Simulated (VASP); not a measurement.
Runs of VASP 6.6.1 on TaTc. The structure is that of space group Pm-3m (No. 221), or close to it. The cells are those of the table. 

```tsv
task	cell	cutoff (eV)	gap on the mesh (eV)	pressure (GPa)	relaxed volume (Å³/atom)
single point	a = 3.133 Å, 2 atoms	520	none	0.7	-
relaxation of cell and atoms	relaxed from a = 3.133 Å, 2 atoms	600	none	0.0	15.42
single point	a = 3.123 Å, 2 atoms	520	none	(a)	-
relaxation of cell and atoms	relaxed from a = 3.170 Å, 2 atoms	600	none	-0.2	15.43
single point	a = 3.144 Å, 2 atoms	520	none	(b)	-
```

Alike in all rows: level LDA; potentials or basis VASP PAW LDA potentials, release 64 (Ta_pv, Tc_pv); no spin polarisation; k mesh 7 × 7 × 7; smearing gaussian 0.05 eV.

Q: Fill in the values left out.

A: (a) 3.5; (b) -2.0.

Caveats: spin-orbit coupling is left out, which moves the levels of the heavy elements.

A k mesh can miss the band edges, and the runs leave out spin-orbit coupling on Ta, Tc.

A gap of «none» marks levels without a gap at the run's occupations.
